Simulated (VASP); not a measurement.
**CdS: electric field gradients with PBEsol**

CdS:

```
CELL_PARAMETERS angstrom
0.00000 2.94295 2.94295
2.94295 0.00000 2.94295
2.94295 2.94295 0.00000
ATOMIC_POSITIONS crystal
Cd 0.00000 0.00000 0.00000
S 0.75000 0.75000 0.75000
```

* Program: VASP 6.6.1
* Task: electric field gradients
* Functional: PBEsol
* Potentials or basis: VASP PAW PBE potentials, release 64 (Cd, S)
* Cutoff: 520 eV
* k mesh: 8 × 8 × 8
* Occupations: fermi-dirac, width 0.03 eV
* Spin: no spin polarisation
* Dipole correction: no
* Further INCAR settings: ALGO = Normal; EDIFF = 1e-08; NBANDS = 16

```yaml
Pressure: -1.5 GPa
Band_gap_on_the_k_mesh: 0.95 eV, direct
```

Levels at points of the mesh, in eV from the valence-band top:
| k point | band 7 | band 8 | band 9 | band 10 | band 11 | band 12 |
| --- | --- | --- | --- | --- | --- | --- |
| (0.00, 0.00, 0.00) | 0.00 | 0.00 | 0.00 | 0.95 | 6.45 | 6.45 |
| (0.50, 0.00, 0.00) | -4.32 | -0.73 | -0.73 | 2.85 | 6.91 | 6.91 |
| (0.50, 0.50, 0.00) | -3.90 | -1.82 | -1.82 | 3.44 | 4.22 | 8.96 |

Run time: 42 s on 1 thread of Intel Xeon 8259CL (shared host), peak memory 0.18 GiB.

Caveat: without QUAD_EFG the Cq values of the log hold for a quadrupole moment of 1 mb, not for the nuclei; the PAW data sets were made with another functional, which shifts forces and pressure a little.
